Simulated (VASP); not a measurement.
# B (Cmcm) in VASP: single point with BLYP

Aim: the single point of B with BLYP.

All numbers are computed with VASP 6.6.1; they aren't measurements. Logs are shortened: lines on timing, memory, paths and dates and some standing lists are left out, and cuts for length are marked.

### Step 1. The cell of the first run

The structure is orthorhombic, space group Cmcm (No. 63). The conventional cell has a = 1.601 Å, b = 13.268 Å, c = 2.932 Å, α = 90.00°, β = 90.00°, γ = 90.00°. B (site symmetry m2m) has 6 B at 1.60 to 1.92 Å within 2.1 Å.

### Step 2. Single point, BLYP

INCAR reads:

```
PREC = Accurate ; ENCUT = 520
EDIFF = 1E-7 ; ISMEAR = -1
SIGMA = 0.1 ; LREAL = False
LASPH = True ; NELM = 100
ALGO = Normal ; ISIF = 2
LWAVE = False ; LCHARG = False
GGA = B5 ; ALDAX = 1.0
AGGAX = 1.0 ; AGGAC = 1.0
ALDAC = 0.0 ; NBANDS = 10
ISYM = 0
```

KPOINTS reads:

```
Automatic mesh
0
Gamma
  17 17 12
```

POSCAR reads:

```
B
1.0
   -4.6014817840      4.7802874024      0.7905604765
    4.7802874024     -4.6014817840      0.7905604765
    2.0473695582      2.0473695582     -0.4630776589
B
2
Direct
    0.0889931286      0.9110068714      0.0000000000
    0.6610068714      0.3389931286      0.5000000000
```

Potentials or basis: VASP PAW PBE potentials, release 64 (B).

Run with:

```sh
cat potpaw_PBE.64/B/POTCAR > POTCAR
mpirun -np 1 vasp_std > vasp.out
```

OUTCAR:

```text
PREC = Accurate
   ENCUT = 520
   EDIFF = 1E-7
   ISMEAR = -1
   LREAL = False
   LASPH = True
   NELM = 100
   ISIF = 2
   GGA = B5
   ISYM = 0

 ion  position               nearest neighbor table
   1  0.089  0.911  0.000-   2 1.92   2 1.92   2 1.92   2 1.92
   2  0.661  0.339  0.500-   1 1.92   1 1.92   1 1.92   1 1.92

IMPORTANT INFORMATION: All symmetrisations will be switched off!
NOSYMM: (Re-)initialisation of all symmetry stuff for point group C_1.

----------------------------------------------------------------------------------------

                                     Primitive cell

  volume of cell :      31.1469

  direct lattice vectors                    reciprocal lattice vectors
    -4.601481784  4.780287402  0.790560477     0.016447024  0.123036728  0.616688761
     4.780287402 -4.601481784  0.790560477     0.123036728  0.016447024  0.616688761
     2.047369558  2.047369558 -0.463077659     0.238124944  0.238124944 -0.053858091

  length of vectors
     6.682048198  6.682048198  2.932215056     0.629057683  0.629057683  0.341039106

  position of ions in fractional coordinates (direct lattice)
     0.088993129  0.911006871  1.000000000
     0.661006871  0.338993129  0.500000000

  ion indices of the primitive-cell ions
   primitive index   ion index
                 1           1
                 2           2

----------------------------------------------------------------------------------------

 KPOINTS: Automatic mesh

Automatic generation of k-mesh.
 Grid dimensions read from file:
 generate k-points for:   17   17   12

 Generating k-lattice:

  Cartesian coordinates                     Fractional coordinates (reciprocal lattice)
     0.000967472  0.007237455  0.036275809     0.058823529 -0.000000000  0.000000000
     0.007237455  0.000967472  0.036275809    -0.000000000  0.058823529  0.000000000
     0.019843745  0.019843745 -0.004488174    -0.000000000 -0.000000000  0.083333333

  Length of vectors
     0.037003393  0.037003393  0.028419925

  Shift w.r.t. Gamma in fractional coordinates (k-lattice)
     0.000000000  0.000000000  0.000000000

 Subroutine IBZKPT returns following result:
 ===========================================

 Found   1735 irreducible k-points:

 Following reciprocal coordinates:
            Coordinates               Weight
  0.000000  0.000000  0.000000      1.000000
  0.058824  0.000000  0.000000      2.000000
  0.000000  0.058824  0.000000      2.000000
  0.117647  0.000000  0.000000      2.000000
  0.000000  0.117647  0.000000      2.000000
  0.176471  0.000000  0.000000      2.000000
[... 16 lines left out ...]
  0.235294  0.058824 -0.000000      2.000000
  0.058824  0.235294 -0.000000      2.000000
 [... further k-points ...]
   k-points           NKPTS =   1735   k-points in BZ     NKDIM =   1735   number of bands    NBANDS=     10
   number of dos      NEDOS =    301   number of ions     NIONS =      2
   total plane-waves  NPLWV =  60000
   dimension x,y,z NGX =    50 NGY =   50 NGZ =   24
   dimension x,y,z NGXF=   100 NGYF=  100 NGZF=   48
   ions per type =               2
   NGX,Y,Z   is equivalent  to a cutoff of  12.44, 12.44, 13.61 a.u.
   NGXF,Y,Z  is equivalent  to a cutoff of  24.88, 24.88, 27.21 a.u.
 SYSTEM =  unknown system
   PREC   = accura    normal or accurate (medium, high low for compatibility)
   ISTART =      0    job   : 0-new  1-cont  2-samecut
   ICHARG =      2    charge: 1-file 2-atom 10-const
   ISPIN  =      1    spin polarized calculation?
   LNONCOLLINEAR =      F non collinear calculations
   LSORBIT =      F    spin-orbit coupling
   LASPH  =      T    aspherical Exc in radial PAW
   ENCUT  =  520.0 eV  38.22 Ry    6.18 a.u.  12.42 12.42  5.45*2*pi/ulx,y,z
   NELM   =    100;   NELMIN=  2; NELMDL= -5     # of ELM steps
   EDIFF  = 0.1E-06   stopping-criterion for ELM
   LREAL  =      F    real-space projection
   EDIFFG = 0.1E-05   stopping-criterion for IOM
   NSW    =      0    number of steps for IOM
   IBRION =     -1    ionic relax: 0-MD 1-quasi-New 2-CG
   NFREE  =      0    steps in history (QN), initial steepest desc. (CG)
   ISIF   =      2    stress and relaxation
   ISYM   =      0    0-nonsym 1-usesym 2-fastsym
   POTIM  = 0.5000    time-step for ionic-motion
   TEBEG  =    0.0;   TEEND  =   0.0 temperature during run
   PSTRESS=    0.0 pullay stress
   NELECT =       6.0000    total number of electrons
   NUPDOWN=      -1.0000    fix difference up-down
   EMIN   =  10.00;   EMAX   =-10.00  energy-range for DOS
   EFERMI =   0.00;   METHOD = LEGACY
   ISMEAR =    -1;   SIGMA  =   0.10  broadening in eV -4-tet -1-fermi 0-gaus
   EFERMI_NEDOS =   21; number of points for ismear=-14 and -15
   IALGO  =     38    algorithm
   IMIX   =      4    mixing-type and parameters
     AMIX     =   0.40;   BMIX     =  1.00
     AMIX_MAG =   1.60;   BMIX_MAG =  1.00
  volume/ion in A,a.u.               =      15.57       105.09
  Fermi-wavevector in a.u.,A,eV,Ry     =   0.945483  1.786703 12.162759  0.893938
  Thomas-Fermi vector in A             =   2.073389
   LORBIT       =      0    0 simple, 1 ext, 2 COOP (PROOUT), +10 PAW based schemes
   GGA     = B5    functional components
   LHFCALC =     F    Hartree Fock is set to
   AEXX    =    0.0000 exact exchange contribution
   IVDW    =     0    specifies the selected vdW correction
   LEPSILON=     F    determine dielectric tensor
   LRPA    =     F    only Hartree local field effects (RPA)
 non-spin polarized calculation
  energy-cutoff  :      520.00
  volume of cell :       31.15
 maximum number of plane-waves:       864
 NGX is ok and might be reduce to    50
   NGX = 25   NGY = 25   NGZ = 11

 number of electron       6.0000000 magnetization

 Free energy of the ion-electron system (eV)
  ---------------------------------------------------
  ext. energy  EPLUGINS =         0.00000000
  ---------------------------------------------------
  free energy    TOTEN  =       -11.38099830 eV

  energy without entropy =      -11.37293769  energy(sigma->0) =      -11.37696799

 E-fermi :   0.5892     XC(G=0):  -6.7004

 val. band max:        0.5182840185   @ k =  -0.1176  -0.1176   0.4167
 cond. band min:       0.6325442421   @ k =   0.2353   0.0588  -0.0000
 fundamental gap:      0.1142602236
 Fermi energy:         0.5891697393

 k-point     1 :       0.0000    0.0000    0.0000
  band No.  band energies     occupation
      1     -14.6417      2.00000
      2      -6.0850      2.00000
      3      -4.1127      2.00000
      4      -0.7064      2.00000
      5       3.3834      0.00000
      6       6.2940      0.00000
      7       7.3703      0.00000
      8       9.4261      0.00000
      9      14.6213      0.00000
     10      17.0924      0.00000

 k-point     2 :       0.0588    0.0000    0.0000
  band No.  band energies     occupation
      1     -14.4992      2.00000
      2      -5.9363      2.00000
      3      -3.9204      2.00000
      4      -0.5117      1.99997
      5       3.4304      0.00000
      6       6.4703      0.00000
      7       7.5457      0.00000
      8       9.6062      0.00000
      9      14.7137      0.00000
     10      17.2477      0.00000

 k-point     3 :       0.0000    0.0588    0.0000
  band No.  band energies     occupation
      1     -14.4992      2.00000
      2      -5.9363      2.00000
      3      -3.9204      2.00000
      4      -0.5117      1.99997
      5       3.4304      0.00000
      6       6.4703      0.00000
      7       7.5457      0.00000
      8       9.6062      0.00000
      9      14.7137      0.00000
     10      17.2477      0.00000

 k-point     4 :       0.1176    0.0000    0.0000
  band No.  band energies     occupation
      1     -14.0739      2.00000
      2      -5.5016      2.00000
      3      -3.3448      2.00000
      4       0.0707      1.98886
      5       3.5565      0.00000
      6       6.9983      0.00000
      7       8.0656      0.00000
      8      10.1375      0.00000
      9      14.9453      0.00000
     10      17.6665      0.00000

 k-point     5 :       0.0000    0.1176    0.0000
  band No.  band energies     occupation
      1     -14.0739      2.00000
      2      -5.5016      2.00000
      3      -3.3448      2.00000
      4       0.0707      1.98886
      5       3.5565      0.00000
      6       6.9983      0.00000
      7       8.0656      0.00000
      8      10.1375      0.00000
      9      14.9453      0.00000
     10      17.6665      0.00000

 k-point     6 :       0.1765    0.0000    0.0000
  band No.  band energies     occupation
      1     -13.3724      2.00000
      2      -4.8225      2.00000
      3      -2.3889      2.00000
      4       1.0353      0.02283
      5       3.7185      0.00000
      6       7.8740      0.00000
      7       8.9068      0.00000
      8      10.9722      0.00000
      9      15.1299      0.00000
     10      17.4323      0.00000

 k-point     7 :       0.0000    0.1765    0.0000
  band No.  band energies     occupation
      1     -13.3724      2.00000
      2      -4.8225      2.00000
      3      -2.3889      2.00000
      4       1.0353      0.02283
      5       3.7185      0.00000
      6       7.8740      0.00000
      7       8.9068      0.00000
      8      10.9722      0.00000
      9      15.1299      0.00000
     10      17.4323      0.00000

 k-point     8 :       0.2353    0.0000    0.0000
  band No.  band energies     occupation
      1     -12.4069      2.00000
      2      -3.9974      2.00000
      3      -1.0592      2.00000
      4       2.3700      0.00000
      5       3.8620      0.00000
      6       9.0792      0.00000
      7      10.0113      0.00000
      8      11.8922      0.00000
      9      14.6988      0.00000
     10      15.8595      0.00000

 k-point     9 :       0.0000    0.2353    0.0000
  band No.  band energies     occupation
      1     -12.4069      2.00000
      2      -3.9974      2.00000
      3      -1.0592      2.00000
      4       2.3700      0.00000
      5       3.8620      0.00000
      6       9.0792      0.00000
      7      10.0113      0.00000
      8      11.8922      0.00000
      9      14.6988      0.00000
     10      15.8595      0.00000
[... 118 lines left out ...]
 k-point    19 :       0.1176    0.0588    0.0000
  band No.  band energies     occupation
      1     -13.3724      2.00000
      2      -4.8206      2.00000
      3      -2.3889      2.00000
      4       1.0214      0.02620
      5       3.7214      0.00000
      6       7.9390      0.00000
      7       8.9072      0.00000
      8      10.9215      0.00000
      9      15.0657      0.00000
     10      17.4149      0.00000

 k-point    20 :       0.0588    0.1176    0.0000
  band No.  band energies     occupation
      1     -13.3724      2.00000
      2      -4.8206      2.00000
      3      -2.3889      2.00000
      4       1.0214      0.02620
      5       3.7214      0.00000
      6       7.9390      0.00000
      7       8.9072      0.00000
      8      10.9215      0.00000
      9      15.0657      0.00000
     10      17.4149      0.00000

 k-point    21 :       0.1765    0.0588   -0.0000
  band No.  band energies     occupation
      1     -12.4069      2.00000
      2      -3.9953      2.00000
      3      -1.0592      2.00000
      4       2.3510      0.00000
      5       3.8672      0.00000
      6       9.1517      0.00000
      7      10.0118      0.00000
      8      11.8580      0.00000
      9      14.7718      0.00000
     10      15.6632      0.00000

 k-point    22 :       0.0588    0.1765   -0.0000
  band No.  band energies     occupation
      1     -12.4069      2.00000
      2      -3.9953      2.00000
      3      -1.0592      2.00000
      4       2.3510      0.00000
      5       3.8672      0.00000
      6       9.1517      0.00000
      7      10.0118      0.00000
      8      11.8580      0.00000
      9      14.7718      0.00000
     10      15.6632      0.00000

 k-point    23 :       0.2353    0.0588   -0.0000
  band No.  band energies     occupation
      1     -11.1965      2.00000
      2      -3.2456      2.00000
      3       0.6325      0.78646
      4       3.9795      0.00000
      5       4.0465      0.00000
      6      10.5535      0.00000
      7      11.2296      0.00000
      8      12.0377      0.00000
      9      13.8379      0.00000
     10      15.4734      0.00000

 k-point    24 :       0.0588    0.2353   -0.0000
  band No.  band energies     occupation
      1     -11.1965      2.00000
      2      -3.2456      2.00000
      3       0.6325      0.78646
      4       3.9795      0.00000
      5       4.0465      0.00000
      6      10.5535      0.00000
      7      11.2296      0.00000
      8      12.0377      0.00000
      9      13.8379      0.00000
     10      15.4734      0.00000

 [... further k-points ...]

------------------------ aborting loop because EDIFF is reached ----------------------------------------

  FORCE on cell =-STRESS in cart. coord.  units (eV):
  Direction    XX          YY          ZZ          XY          YZ          ZX
  --------------------------------------------------------------------------------------
  -------------------------------------------------------------------------------------
  Total        0.0276939      0.0276940     -0.0868852     -0.0035637     -0.0128197     -0.0128224
  in kB        1.4245558      1.4245624     -4.4693175     -0.1833121     -0.6594365     -0.6595780
  external PRESSURE =      -0.5400664 kB  Pullay stress =       0.0000000 kB

 VOLUME and BASIS-vectors are now :
 -----------------------------------------------------------------------------
  energy-cutoff  :      520.00
  volume of cell :       31.15
      direct lattice vectors                 reciprocal lattice vectors
    -4.601481784  4.780287402  0.790560477     0.016447024  0.123036728  0.616688761
     4.780287402 -4.601481784  0.790560477     0.123036728  0.016447024  0.616688761
     2.047369558  2.047369558 -0.463077659     0.238124944  0.238124944 -0.053858091

 POSITION                                       TOTAL-FORCE (eV/Angst)
 -----------------------------------------------------------------------------------
      3.94537     -3.76657      0.79056         0.013765     -0.013765      0.000000
     -0.39744      2.62362      0.55902        -0.013765      0.013765     -0.000000
 -----------------------------------------------------------------------------------
    total drift:                                0.000000     -0.000000     -0.000000

  FREE ENERGIE OF THE ION-ELECTRON SYSTEM (eV)
  ---------------------------------------------------
  free  energy   TOTEN  =       -11.3809982962 eV

  energy  without entropy=      -11.3729376868  energy(sigma->0) =      -11.37696799
```

It took 17 min on 1 thread of Intel Xeon Platinum 8488C (Sapphire Rapids), shared host; peak memory 0.58 GiB.

Results:

```
Free energy            : -11.3810 eV
Pressure               : -0.1 GPa
Largest force          : 0.019 eV/Å
Band gap on the k mesh : zero (bands 3 and 4 overlap by 9.71 eV)
```

Forces in eV/Å, atoms in the order of the input:
```
B    0.014 -0.014  0.000
B   -0.014  0.014  0.000
```

Caveat: the PAW data sets were made with another functional, which shifts forces and pressure a little.
